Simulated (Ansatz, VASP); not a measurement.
## Hf: VASP beside Ansatz

```
Hf
1.0
    -1.77394    1.77394    1.77394
     1.77394   -1.77394    1.77394
     1.77394    1.77394   -1.77394
Hf
1
Direct
  0.00000 0.00000 0.00000
```

Alike in both runs: task single point; functional PBE; k mesh 12 × 12 × 12; occupations fermi-dirac, width 0.1 eV; non-collinear spin, spin-orbit coupling.

```csv
,VASP,Ansatz
version,VASP 6.6.1,Ansatz 0.2.0
potentials or method,"VASP PAW PBE potentials, release 64 (Hf_pv), cutoff 500 eV","plane waves (420 eV) with PAW, fully relativistic with spin-orbit coupling"
valence electrons in the cell,10,26
```

|  | VASP | Ansatz | Ansatz less VASP |
| --- | --- | --- | --- |
| net moment per atom (μB) | 0.00 | 0.00 | 0.000 |

With one functional, cell and mesh, what is left measures potentials, basis and numerics. VASP's potentials hold 10 valence electrons a cell and Ansatz's 26, so a difference there can come from the potentials and not from the codes.
